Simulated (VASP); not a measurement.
Here is a VASP 6.6.1 calculation.

File INCAR:

```
SYSTEM = Rh
PREC = Accurate
ENCUT = 520
EDIFF = 1E-7
ISMEAR = 0
SIGMA = 0.1
LREAL = .False.
LASPH = .True.
NELM = 100
ALGO = Normal
ISIF = 2
LWAVE = .False.
LCHARG = .False.
GGA = PE
NBANDS = 22
```

The input KPOINTS:

```
regular mesh
0
Gamma
  21 21 12
  0 0 0
```

Contents of POSCAR:

```
Rh
1.0
    2.7087541517      0.0000000000      0.0000000000
   -1.3543770758      2.3458499080      0.0000000000
    0.0000000000      0.0000000000      4.4725395502
Rh
2
Direct
    0.6666666656      0.3333333344      0.7500000000
    0.3333333344      0.6666666656      0.2500000000
```

Potentials or basis: VASP PAW PBE potentials, release 64 (Rh_pv).

Command:

```bash
$ cat potpaw_PBE.64/Rh_pv/POTCAR > POTCAR
$ mpirun -np 1 vasp_std > vasp.out
```

Question: Predict the pressure.

Answer: -1.9 GPa.

Question: Estimate the band gap on the k mesh.

Answer: Zero (band 15 reaches 12.02 eV, above the bottom of band 16 at 9.75 eV).

Stress tensor (GPa, compression positive):
```
 0.04  0.00  0.00
 0.00  0.04  0.00
 0.00  0.00 -5.82
```

Caveat: the cell differs from its parent crystal (uniaxial strain along c: +2.0 %, then relaxed in part).
